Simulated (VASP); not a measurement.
The system is Cu.

```xyz
1
Lattice="0.0000 1.8075 1.8075 1.8075 0.0000 1.8075 1.8075 1.8075 0.0000" Properties=species:S:1:pos:R:3 pbc="T T T"
Cu    0.0000    0.0000    0.0000
```

Base run:

- Program: VASP 6.6.1
- Functional: PBEsol
- Potentials or basis: VASP PAW PBE potentials, release 64 (Cu)
- Cutoff: 520 eV
- k mesh: 20 × 20 × 20
- Occupations: gaussian, width 0.1 eV
- Spin: no spin polarisation

Its results: pressure -5.9 GPa.

Problem. The run is repeated on the same cell with these changes: k mesh from 20 × 20 × 20 to 8 × 8 × 8; further incar settings from ALGO = Fast; EDIFF = 1e-06; NBANDS = 12 to ALGO = Normal; EDIFF = 1e-07; NBANDS = 12. What comes out?

Solution. Pressure -5.0 GPa.

Caveats: some runs use coarse meshes; the PAW data sets were made with another functional, which shifts forces and pressure a little.
